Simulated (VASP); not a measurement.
# CdSe (P6_3mc) in VASP: notebook, part 2 of 2

VASP 6.6.1.

## (4) Single point, PBE (strain -2.0%)

File INCAR:

```
SYSTEM = CdSe
  PREC = Accurate
  ENCUT = 500
  EDIFF = 1E-6
  ISMEAR = -1
  SIGMA = 0.02
  LREAL = .FALSE.
  LASPH = .TRUE.
  NELM = 120
  ALGO = Normal
  ISIF = 2
  LWAVE = .FALSE.
  LCHARG = .TRUE.
  GGA = PE
  LELF = .TRUE.
  LVHAR = .TRUE.
  NBANDS = 26
  GGA_COMPAT = .FALSE.
```

File KPOINTS:

```
Automatic mesh
0
G
  12 12 4
  0 0 0
```

File POSCAR:

```
CdSe
1.0
    4.2539091920      0.0000000000      0.0000000000
   -2.1269545960      3.6839934257      0.0000000000
    0.0000000000      0.0000000000      6.9351130628
Cd Se
2 2
Direct
    0.3333333333      0.6666666667     -0.0004018098
    0.6666666667      0.3333333333      0.4995981902
    0.3333333333      0.6666666667      0.3754018098
    0.6666666667      0.3333333333      0.8754018098
```

Potentials or basis: VASP PAW PBE potentials, release 64 (Cd, Se).

Launch:

```
cat potpaw_PBE.64/Cd/POTCAR potpaw_PBE.64/Se/POTCAR > POTCAR
mpirun -np 1 vasp_std > vasp.out
```

OUTCAR:

```text
SYSTEM = CdSe
   PREC = Accurate
   ENCUT = 500
   EDIFF = 1E-6
   ISMEAR = -1
   LREAL = .FALSE.
   LASPH = .TRUE.
   NELM = 120
   ISIF = 2
   GGA = PE

 ion  position               nearest neighbor table
   1  0.333  0.667  1.000-   4 2.60   4 2.60   4 2.60   3 2.61
   2  0.667  0.333  0.500-   3 2.60   3 2.60   3 2.60   4 2.61
   3  0.333  0.667  0.375-   2 2.60   2 2.60   2 2.60   1 2.61
   4  0.667  0.333  0.875-   1 2.60   1 2.60   1 2.60   2 2.61

  LATTYP: Found a hexagonal cell.
 ALAT       =     4.2539091920
 C/A-ratio  =     1.6302917504
[... 896 lines left out ...]
  --------------------------------------------------------------------------------------
  -------------------------------------------------------------------------------------
  Total        3.6167314      3.6167314      3.7095009      0.0000000      0.0000000      0.0000000
  in kB       53.3170646     53.3170646     54.6846521      0.0000000      0.0000000      0.0000000
  external PRESSURE =      53.7729271 kB  Pullay stress =       0.0000000 kB

 VOLUME and BASIS-vectors are now :
 -----------------------------------------------------------------------------
  energy-cutoff  :      500.00
  volume of cell :      108.68
      direct lattice vectors                 reciprocal lattice vectors
     4.253909192  0.000000000  0.000000000     0.235077891  0.135722283  0.000000000
    -2.126954596  3.683993426  0.000000000     0.000000000  0.271444567  0.000000000
     0.000000000  0.000000000  6.935113063     0.000000000  0.000000000  0.144193756

 POSITION                                       TOTAL-FORCE (eV/Angst)
 -----------------------------------------------------------------------------------
     -0.00000      2.45600      6.93233         0.000000      0.000000      0.001164
      2.12695      1.22800      3.46477        -0.000000      0.000000      0.001164
     -0.00000      2.45600      2.60345        -0.000000      0.000000     -0.001164
      2.12695      1.22800      6.07101         0.000000      0.000000     -0.001164
 -----------------------------------------------------------------------------------
    total drift:                               -0.000000     -0.000000      0.000010

  FREE ENERGIE OF THE ION-ELECTRON SYSTEM (eV)
  ---------------------------------------------------
  free  energy   TOTEN  =       -10.8265573434 eV

  energy  without entropy=      -10.8265573433  energy(sigma->0) =      -10.82655734
```

stdout:

```text
POSCAR found type information on POSCAR CdSe
 POSCAR found :  2 types and       4 ions
 scaLAPACK will be used
 LDA part: xc-table for (Slater+PW92), standard interpolation
 POSCAR, INCAR and KPOINTS ok, starting setup
 FFT: planning ... GRIDC
 FFT: planning ... GRID_SOFT
 FFT: planning ... GRID
 WAVECAR not read
 entering main loop
```

Wall time 50 s (1 thread of Intel Xeon 6975P-C (Granite Rapids), shared host); peak memory 0.3 GiB.

Results:

```
Free energy            : -10.8266 eV
Pressure               : 5.4 GPa
Band gap on the k mesh : 0.75 eV
```

Caveat: the cell differs from its parent crystal (strain -2.0%); the cell stands under pressure.

## (5) Single point, PBE (strain -1.0%)

File INCAR:

```
ALGO = Normal
EDIFF = 1E-6
ENCUT = 500
GGA = PE
GGA_COMPAT = F
ISIF = 2
ISMEAR = -1
LASPH = T
LCHARG = F
LREAL = F
LWAVE = F
NBANDS = 26
NELM = 120
PREC = Accurate
SIGMA = 0.02
```

File KPOINTS:

```
k-points
0
Gamma
  12 12 4
```

File POSCAR:

```
CdSe
1.0
    4.2973164287      0.0000000000      0.0000000000
   -2.1486582143      3.7215851954      0.0000000000
    0.0000000000      0.0000000000      7.0058795226
Cd Se
2 2
Direct
    0.3333333333      0.6666666667     -0.0004760037
    0.6666666667      0.3333333333      0.4995239963
    0.3333333333      0.6666666667      0.3754760037
    0.6666666667      0.3333333333      0.8754760037
```

Potentials or basis: VASP PAW PBE potentials, release 64 (Cd, Se).

Launch:

```
cat potpaw_PBE.64/Cd/POTCAR potpaw_PBE.64/Se/POTCAR > POTCAR
mpirun -np 1 vasp_std > vasp.out
```

OUTCAR:

```text
EDIFF = 1E-6
   ENCUT = 500
   GGA = PE
   ISIF = 2
   ISMEAR = -1
   LASPH = T
   LREAL = F
   NELM = 120
   PREC = Accurate

 ion  position               nearest neighbor table
   1  0.333  0.667  1.000-   4 2.63   4 2.63   4 2.63   3 2.63
   2  0.667  0.333  0.500-   3 2.63   3 2.63   3 2.63   4 2.63
   3  0.333  0.667  0.375-   2 2.63   2 2.63   2 2.63   1 2.63
   4  0.667  0.333  0.875-   1 2.63   1 2.63   1 2.63   2 2.63

  LATTYP: Found a hexagonal cell.
 ALAT       =     4.2973164287
 C/A-ratio  =     1.6302917504

  Lattice vectors:

 A1 = (   4.2973164287,   0.0000000000,   0.0000000000)
 A2 = (  -2.1486582143,   3.7215851954,   0.0000000000)
 A3 = (   0.0000000000,   0.0000000000,   7.0058795226)

Analysis of symmetry for initial positions (statically):
=====================================================================
 Subroutine PRICEL returns:
 Original cell was already a primitive cell.

 Routine SETGRP: Setting up the symmetry group for a
 hexagonal supercell.

 Subroutine GETGRP returns: Found 12 space group operations
 (whereof  6 operations were pure point group operations)
 out of a pool of 24 trial point group operations.

The static configuration has the point symmetry C_3v.
 The point group associated with its full space group is C_6v.

Analysis of symmetry for dynamics (positions and initial velocities):
=====================================================================
 Subroutine PRICEL returns:
 Original cell was already a primitive cell.

 Routine SETGRP: Setting up the symmetry group for a
 hexagonal supercell.

 Subroutine GETGRP returns: Found 12 space group operations
 (whereof  6 operations were pure point group operations)
 out of a pool of 24 trial point group operations.

The dynamic configuration has the point symmetry C_3v.
 The point group associated with its full space group is C_6v.

 Subroutine INISYM returns: Found 12 space group operations
 (whereof  6 operations are pure point group operations),
[... 119 lines left out ...]
     AMIX     =   0.40;   BMIX     =  1.00
     AMIX_MAG =   1.60;   BMIX_MAG =  1.00
  volume/ion in A,a.u.               =      28.01       189.03
  Fermi-wavevector in a.u.,A,eV,Ry     =   1.121277  2.118907 17.106097  1.257263
  Thomas-Fermi vector in A             =   2.257930
   LORBIT       =      0    0 simple, 1 ext, 2 COOP (PROOUT), +10 PAW based schemes
   GGA     = PE    functional components
   LHFCALC =     F    Hartree Fock is set to
   AEXX    =    0.0000 exact exchange contribution
   IVDW    =     0    specifies the selected vdW correction
   LEPSILON=     F    determine dielectric tensor
   LRPA    =     F    only Hartree local field effects (RPA)
 non-spin polarized calculation
  energy-cutoff  :      500.00
  volume of cell :      112.04
 maximum number of plane-waves:      2864
 NGX is ok and might be reduce to    32
   NGX = 15   NGY = 15   NGZ = 25

 number of electron      35.9999997 magnetization

 Free energy of the ion-electron system (eV)
  ---------------------------------------------------
  ext. energy  EPLUGINS =         0.00000000
  ---------------------------------------------------
  free energy    TOTEN  =       -10.91858586 eV

  energy without entropy =      -10.91858586  energy(sigma->0) =      -10.91858586

 E-fermi :   1.3300     XC(G=0):  -8.8989

 val. band max:        0.9777555315   @ k =   0.0000   0.0000   0.0000
 cond. band min:       1.6554784997   @ k =   0.0000   0.0000   0.0000
 fundamental gap:      0.6777229682
 Fermi energy:         1.3300313628

 k-point     1 :       0.0000    0.0000    0.0000
  band No.  band energies     occupation
      1     -11.6457      2.00000
      2     -11.2639      2.00000
      3      -6.9618      2.00000
      4      -6.9558      2.00000
      5      -6.9558      2.00000
      6      -6.8871      2.00000
[... 685 lines left out ...]
     25       8.5230      0.00000
     26       9.6264      0.00000

 [... further k-points ...]

------------------------ aborting loop because EDIFF is reached ----------------------------------------

  FORCE on cell =-STRESS in cart. coord.  units (eV):
  Direction    XX          YY          ZZ          XY          YZ          ZX
  --------------------------------------------------------------------------------------
  -------------------------------------------------------------------------------------
  Total        2.3726414      2.3726414      2.4307954      0.0000000      0.0000000      0.0000000
  in kB       33.9277233     33.9277233     34.7593001      0.0000000      0.0000000      0.0000000
  external PRESSURE =      34.2049155 kB  Pullay stress =       0.0000000 kB

 VOLUME and BASIS-vectors are now :
 -----------------------------------------------------------------------------
  energy-cutoff  :      500.00
  volume of cell :      112.04
      direct lattice vectors                 reciprocal lattice vectors
     4.297316429  0.000000000  0.000000000     0.232703367  0.134351351  0.000000000
    -2.148658214  3.721585195  0.000000000     0.000000000  0.268702703  0.000000000
     0.000000000  0.000000000  7.005879523     0.000000000  0.000000000  0.142737253

 POSITION                                       TOTAL-FORCE (eV/Angst)
 -----------------------------------------------------------------------------------
     -0.00000      2.48106      7.00254        -0.000000     -0.000000      0.004129
      2.14866      1.24053      3.49960        -0.000000      0.000000      0.004129
     -0.00000      2.48106      2.63054         0.000000     -0.000000     -0.004129
      2.14866      1.24053      6.13348        -0.000000     -0.000000     -0.004129
 -----------------------------------------------------------------------------------
    total drift:                               -0.000000     -0.000000      0.000238

  FREE ENERGIE OF THE ION-ELECTRON SYSTEM (eV)
  ---------------------------------------------------
  free  energy   TOTEN  =       -10.9185858621 eV

  energy  without entropy=      -10.9185858619  energy(sigma->0) =      -10.91858586
```

OSZICAR:

```text
N       E                     dE             d eps       ncg     rms          rms(c)
DAV:   1     0.237538718754E+03    0.23754E+03   -0.16854E+04  2964   0.121E+03
DAV:   2     0.868363413992E+00   -0.23667E+03   -0.22908E+03  3224   0.305E+02
DAV:   3    -0.115664234753E+02   -0.12435E+02   -0.12369E+02  3502   0.703E+01
DAV:   4    -0.116665381916E+02   -0.10011E+00   -0.10002E+00  3288   0.597E+00
DAV:   5    -0.116671508262E+02   -0.61263E-03   -0.61261E-03  3402   0.450E-01    0.890E+00
DAV:   6    -0.109531669581E+02    0.71398E+00   -0.12263E+00  3576   0.109E+01    0.698E+00
DAV:   7    -0.109201298928E+02    0.33037E-01   -0.53703E-01  3126   0.374E+00    0.257E+00
DAV:   8    -0.109182473220E+02    0.18826E-02   -0.56603E-02  3072   0.238E+00    0.396E-01
DAV:   9    -0.109183573895E+02   -0.11007E-03   -0.73625E-03  3228   0.985E-01    0.111E-01
DAV:  10    -0.109184949304E+02   -0.13754E-03   -0.81814E-04  3096   0.313E-01    0.720E-02
DAV:  11    -0.109185864760E+02   -0.91546E-04   -0.20191E-04  3078   0.807E-02    0.287E-02
DAV:  12    -0.109185844429E+02    0.20332E-05   -0.35103E-05  3504   0.631E-02    0.923E-03
DAV:  13    -0.109185856493E+02   -0.12065E-05   -0.10510E-05  3042   0.306E-02    0.380E-03
DAV:  14    -0.109185858621E+02   -0.21273E-06   -0.58514E-07  2248   0.382E-03
   1 F= -.10918586E+02 E0= -.10918586E+02  d E =-.181249E-09
```

It took 57 s on 1 thread of Intel Xeon 6975P-C (Granite Rapids), shared host; peak memory 0.3 GiB.

What came out:

* Free energy: -10.9186 eV
* Pressure: 3.4 GPa
* Largest force: 0.004 eV/Å
* Band gap on the k mesh: 0.68 eV

Forces in eV/Å, atoms in the order of the input:
```
Cd   0.000  0.000  0.004
Cd   0.000  0.000  0.004
Se   0.000  0.000 -0.004
Se   0.000  0.000 -0.004
```

Caveat: the cell differs from its parent crystal (strain -1.0%); the cell stands under pressure.

## (6) Single point, PBE (strain +1.0%)

File INCAR:

```
PREC = Accurate
ENCUT = 500
EDIFF = 1E-6
ISMEAR = -1
SIGMA = 0.02
LREAL = F
LASPH = T
NELM = 120
ALGO = Normal
ISIF = 2
LWAVE = F
LCHARG = T
GGA = PE
LELF = T
LVHAR = T
NBANDS = 26
GGA_COMPAT = F
```

File KPOINTS:

```
regular mesh
0
Gamma
  12 12 4
```

File POSCAR:

```
CdSe
1.0
    4.3841309020      0.0000000000      0.0000000000
   -2.1920654510      3.7967687347      0.0000000000
    0.0000000000      0.0000000000      7.1474124423
Cd Se
2 2
Direct
    0.3333333333      0.6666666667     -0.0004760037
    0.6666666667      0.3333333333      0.4995239963
    0.3333333333      0.6666666667      0.3754760037
    0.6666666667      0.3333333333      0.8754760037
```

Potentials or basis: VASP PAW PBE potentials, release 64 (Cd, Se).

Launch:

```
cat potpaw_PBE.64/Cd/POTCAR potpaw_PBE.64/Se/POTCAR > POTCAR
mpirun -np 1 vasp_std > vasp.out
```

Run time: 68 s. Hardware: 1 thread of Intel Xeon 6975P-C (Granite Rapids), shared host; peak memory 0.3 GiB.

The run converged. Its results:

| Item | Value |
| --- | --- |
| Free energy | -10.9951 eV |
| Pressure | 0.3 GPa |
| Band gap on the k mesh | 0.54 eV |

Levels at points of the mesh, in eV from the valence-band top:
```tsv
k point	band 14	band 15	band 16	band 17	band 18	band 19	band 20	band 21	band 22	band 23
(0.00, 0.00, 0.00)	-0.69	-0.69	-0.04	0.00	0.00	0.54	2.14	5.85	5.85	6.14
(0.50, 0.00, 0.00)	-3.42	-2.42	-1.68	-1.20	-0.68	3.10	3.32	4.79	5.95	6.44
(0.00, 0.00, 0.50)	-2.52	-0.36	-0.36	-0.36	-0.36	2.26	2.26	5.77	5.77	6.24
(0.50, 0.00, 0.50)	-3.94	-1.23	-1.23	-1.22	-1.22	2.90	2.90	4.83	4.83	7.57
```

Caveat: the cell differs from its parent crystal (strain +1.0%).

## (7) Overview

| cell | gap on the mesh (eV) | pressure (GPa) |
| --- | --- | --- |
| a = 4.167, b = 4.167, c = 6.794 Å, angles 90.0, 90.0, 120.0°, 4 atoms | 0.88 | 10.2 |
| a = 4.211, b = 4.211, c = 6.864 Å, angles 90.0, 90.0, 120.0°, 4 atoms | 0.81 | 7.6 |
| a = 4.254, b = 4.254, c = 6.935 Å, angles 90.0, 90.0, 120.0°, 4 atoms | 0.75 | 5.4 |
| a = 4.297, b = 4.297, c = 7.006 Å, angles 90.0, 90.0, 120.0°, 4 atoms | 0.68 | 3.4 |
| a = 4.384, b = 4.384, c = 7.147 Å, angles 90.0, 90.0, 120.0°, 4 atoms | 0.54 | 0.3 |

Alike in all rows: task single point; level PBE; potentials or basis VASP PAW PBE potentials, release 64 (Cd, Se); no spin polarisation; k mesh 12 × 12 × 4; cutoff (eV) 500; smearing fermi-dirac 0.02 eV.

Caveats: the cell stands under pressure (at least some runs).

Absolute energies hang on the potentials; compare differences alone.
